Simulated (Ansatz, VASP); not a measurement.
## Sb in VASP and in Ansatz

```
CELL_PARAMETERS angstrom
0.00000 2.37124 2.37124
2.37124 0.00000 2.37124
2.37124 2.37124 0.00000
ATOMIC_POSITIONS crystal
Sb 0.00000 0.00000 0.00000
```

Alike in both runs: functional PBEsol; k mesh 10 × 10 × 10; occupations fermi-dirac, width 0.05 eV; non-collinear spin, spin-orbit coupling.

```csv
,VASP,Ansatz
version,VASP 6.6.1,Ansatz 0.2.0
potentials or method,"VASP PAW PBE potentials, release 64 (Sb)",Ansatz PAW
plane-wave cutoff (eV),520,420
valence electrons in the cell,5,15
task,single point,band structure
```

```csv
,VASP,Ansatz,Ansatz less VASP
pressure (GPa),-1.0,-1.0,+0.02
net moment per atom (μB),0.00,0.00,0.000
```

VASP's potentials were made for PBE, not for PBEsol. The functional is the same, so the differences come from potentials, cutoffs and numerics. VASP's potentials hold 5 valence electrons a cell and Ansatz's 15, so a difference there can come from the potentials and not from the codes.
